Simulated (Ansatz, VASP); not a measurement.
# HfSiO4: VASP beside Ansatz

```
Hf Si O
1.0
    -3.29082    3.29082    3.04548
     3.29082   -3.29082    3.04548
     3.29082    3.29082   -3.04548
Hf Si O
2 2 8
Direct
  0.00000 0.00000 0.00000
  0.75000 0.25000 0.50000
  0.25000 0.75000 0.50000
  0.50000 0.50000 0.00000
  0.13613 0.32066 0.81548
  0.07066 0.75518 0.68452
  0.07066 0.38613 0.31548
  0.50518 0.32066 0.18452
  0.67934 0.49482 0.81548
  0.61387 0.92934 0.68452
  0.24482 0.92934 0.31548
  0.67934 0.86387 0.18452
```

Change from the starting cell: uniaxial_z strain +2.0%.

Alike in both runs: task single point; functional r2SCAN; k mesh 6 × 6 × 6; no spin polarisation.

```csv
,VASP,Ansatz
version,VASP 6.6.1,Ansatz 0.2.0
potentials or method,"VASP PAW PBE potentials, release 64 (Hf_pv, Si, O)","plane waves, PAW"
plane-wave cutoff (eV),520,500
occupations,"gaussian, width 0.01 eV",fixed
valence electrons in the cell,76,108
```

VASP gave:

```
gap on the k mesh at the Fermi level (eV)                     : 5.85
pressure (GPa)                                                : -6.8
traceless stress, the component that is largest in VASP (GPa) : -3.72
rms of the force components (eV/Å)                            : 0.101
```

Task: What did Ansatz give for the same quantities?

Result: gap on the k mesh at the Fermi level (eV): 5.90; pressure (GPa): -5.1; traceless stress, the component that is largest in VASP (GPa): -4.18; rms of the force components (eV/Å): 0.000.

VASP's potentials were made for PBE, not for r2SCAN. Atom by atom the forces differ by 0.101 eV/Å (rms over components). VASP's potentials hold 76 valence electrons a cell and Ansatz's 108, so a difference there can come from the potentials and not from the codes.

Neither program's run includes spin-orbit coupling.
